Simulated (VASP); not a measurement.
Wanted: the native input for a VASP 6.6.1 run.

| Item | Value |
| --- | --- |
| Task | single point |
| Functional | PBE |
| Potentials or basis | VASP PAW PBE potentials, release 64 (Sn_d, O) |
| Cutoff | 520 eV |
| k mesh | 4 × 4 × 6 |
| Occupations | fermi-dirac, width 0.03 eV |
| Spin | no spin polarisation |
| Dipole correction | no |
| Further INCAR settings | ALGO = Normal; EDIFF = 1e-07; NBANDS = 35 |

The structure of SnO2 lies in POSCAR:

```
SnO2
1.0
    4.7373500000     -0.0236867500     -0.0236867500
   -0.0236867500      4.7373500000     -0.0236867500
   -0.0159320000     -0.0159320000      3.1864000000
Sn O
2 4
Direct
    0.0000000000      0.0000000000      0.0000000000
    0.5000000000      0.5000000000      0.5000000000
    0.3056200000      0.3056200000      0.0000000000
    0.1943800000      0.8056200000      0.5000000000
    0.6943800000      0.6943800000      0.0000000000
    0.8056200000      0.1943800000      0.5000000000
```

This cell differs from its parent crystal: equal xy, yz and zx shear strains of -1 %.

The input as run:

INCAR

```
ALGO = Normal
EDIFF = 1E-7
ENCUT = 520
GGA = PE
ISIF = 2
ISMEAR = -1
LASPH = T
LCHARG = F
LREAL = F
LWAVE = F
NBANDS = 35
NELM = 100
PREC = Accurate
SIGMA = 0.03
```

KPOINTS

```
k-points
0
Gamma
  4 4 6
```

Potentials or basis: VASP PAW PBE potentials, release 64 (Sn_d, O).

The run is started by

```console
$ cat potpaw_PBE.64/Sn_d/POTCAR potpaw_PBE.64/O/POTCAR > POTCAR
$ mpirun -np 1 vasp_std > vasp.out
```

Results of the run:

```
Pressure               : 11.6 GPa
Largest force          : 0.134 eV/Å
Band gap on the k mesh : 1.24 eV, direct
```

Caveat: the cell differs from its parent crystal (equal xy, yz and zx shear strains of -1 %); spin-orbit coupling is left out, which moves the levels of the heavy elements.

Wall time 2.5 min on 1 thread of AMD EPYC 7R13, on a shared host, peak memory 0.18 GiB.
